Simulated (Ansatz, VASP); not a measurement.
BeS in VASP and in Ansatz

File INCAR:

```
SYSTEM = BeS
PREC = Accurate
ENCUT = 520
EDIFF = 1E-6
ISMEAR = 0
SIGMA = 0.05
LREAL = .FALSE.
LASPH = .TRUE.
NELM = 60
ALGO = Normal
ISIF = 2
LWAVE = .FALSE.
LCHARG = .TRUE.
GGA = PS
LELF = .TRUE.
LVHAR = .TRUE.
NBANDS = 11
```

The input KPOINTS:

```
Automatic mesh
0
G
  10 10 10
  0 0 0
```

POSCAR

```
BeS
1.0
    0.0000000000      2.3897123038      2.5479393366
    2.5479393366      0.0000000000      2.5479393366
    2.5479393366      2.3897123038      0.0000000000
Be S
1 1
Direct
    0.0000000000      0.0000000000      0.0000000000
    0.7500000000      0.7500000000      0.7500000000
```

Input for Ansatz:

```yaml
crystal:
  lattice:
    - [0.0, 2.3897123038, 2.5479393366]
    - [2.5479393366, 0.0, 2.5479393366]
    - [2.5479393366, 2.3897123038, 0.0]
  atoms:
    - { symbol: Be, position: [0.0, 0.0, 0.0] }
    - { symbol: S, position: [0.75, 0.75, 0.75] }
basis:
  ecutwfc: 520.0
kpoints:
  mp_grid: { grid: [10, 10, 10] }
hamiltonian:
  xc: pbesol
scf:
  occupations: { method: gaussian, width: 0.05 }
output:
  forces: true
  stress: true
  eigenvalues: true
```

Alike in both runs: task single point; functional PBEsol; k mesh 10 × 10 × 10; occupations gaussian, width 0.05 eV; no spin polarisation.

|  | VASP | Ansatz |
| --- | --- | --- |
| version | VASP 6.6.1 | Ansatz 0.2.0 |
| potentials or method | VASP PAW PBE potentials, release 64 (Be, S), cutoff 520 eV | scalar-relativistic, plane waves, PAW |
| valence electrons in the cell | 8 | 8 |

VASP gave:

- gap on the k mesh at the Fermi level (eV): 2.65
- least direct gap on the mesh (eV): 4.82
- pressure (GPa): -7.4
- traceless stress, the component that is largest in VASP (GPa): 3.43

Task: What did Ansatz give for the same quantities?

Result: gap on the k mesh at the Fermi level (eV): 2.64; least direct gap on the mesh (eV): 4.82; pressure (GPa): -7.5; traceless stress, the component that is largest in VASP (GPa): 3.44.

VASP's potentials were made for PBE, not for PBEsol.
